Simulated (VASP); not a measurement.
# Al3GaN4: single point with r2SCAN

The system is Al3GaN4.

```xyz
16
Lattice="-5.0381 0.0000 -0.0001 0.0000 -3.1249 0.0000 -4.0370 0.0000 10.8207" Properties=species:S:1:pos:R:3 pbc="T T T"
Al   -2.5226   -1.5625    7.6641
Al   -2.5193   -1.5625    2.2537
Al   -5.0350   -1.5625    0.4555
Al   -5.0383   -1.5625    5.8659
Al   -5.0382   -3.1249    8.5535
Al   -5.0349   -3.1249    3.1431
Ga   -2.5279   -3.1249   10.3636
Ga   -2.5246   -3.1249    4.9532
N    -4.4866   -3.1249   10.3642
N    -4.4833   -3.1249    4.9538
N    -4.4247   -1.5625    7.6634
N    -4.4214   -1.5625    2.2530
N    -1.8875   -1.5625    0.4868
N    -1.8908   -1.5625    5.8972
N    -1.9025   -3.1249    8.5222
N    -1.8992   -3.1249    3.1118
```

This cell differs from its parent crystal: the part above a cut slid along it.

| Item | Value |
| --- | --- |
| Program | VASP 6.6.1 |
| Task | single point |
| Functional | r2SCAN |
| Potentials or basis | VASP PAW PBE potentials, release 64 (Al, Ga_d, N) |
| Cutoff | 520 eV |
| k mesh | 5 × 7 × 2 |
| Occupations | gaussian, width 0.05 eV |
| Spin | no spin polarisation |
| Dipole correction | no |
| Further INCAR settings | LREAL = Auto; ALGO = Normal; EDIFF = 1e-06; NBANDS = 56 |

```
Pressure               : 3.7 GPa
Largest force          : 6.697 eV/Å
Band gap on the k mesh : 0.25 eV (least direct gap 0.32 eV)
```

Forces on the atoms (eV/Å):
```
Al   0.077  0.000 -0.030
Al   0.312  0.000 -0.852
Al  -4.781  0.000  1.889
Al  -0.078  0.000 -0.059
Al  -0.357  0.000 -0.233
Al  -0.377  0.000  0.071
Ga   6.554  0.000 -1.374
Ga   0.114  0.000 -0.122
N    3.947  0.000 -0.015
N   -0.045  0.000 -0.020
N   -0.008  0.000  0.141
N   -0.241  0.000 -0.188
N   -5.430  0.000  0.285
N    0.042  0.000  0.212
N    0.241  0.000 -0.143
N    0.031  0.000  0.437
```

Stress tensor (GPa, compression positive):
```
 1.75  0.00 -9.26
 0.00  8.36  0.00
-9.26  0.00  0.99
```

Levels at points of the mesh, in eV from the valence-band top:
| k point | band 40 | band 41 | band 42 | band 43 | band 44 | band 45 |
| --- | --- | --- | --- | --- | --- | --- |
| (0.00, 0.00, 0.00) | -2.25 | -1.42 | 0.00 | 0.32 | 2.90 | 3.69 |
| (0.00, 0.00, 0.50) | -2.25 | -1.63 | 0.00 | 0.49 | 2.75 | 4.06 |

It took 13 min on 1 thread of Intel(R) Xeon(R) Platinum 8559C (Emerald Rapids), with other jobs on the host, peak memory 0.38 GiB.

Caveat: the cell differs from its parent crystal (the part above a cut slid along it); the stress differs along the axes, from 1 to 8 GPa; semilocal functionals underestimate gaps, and a narrow one can read as zero; the PAW data sets were made with another functional, which shifts forces and pressure a little. A k mesh can miss the band edges.
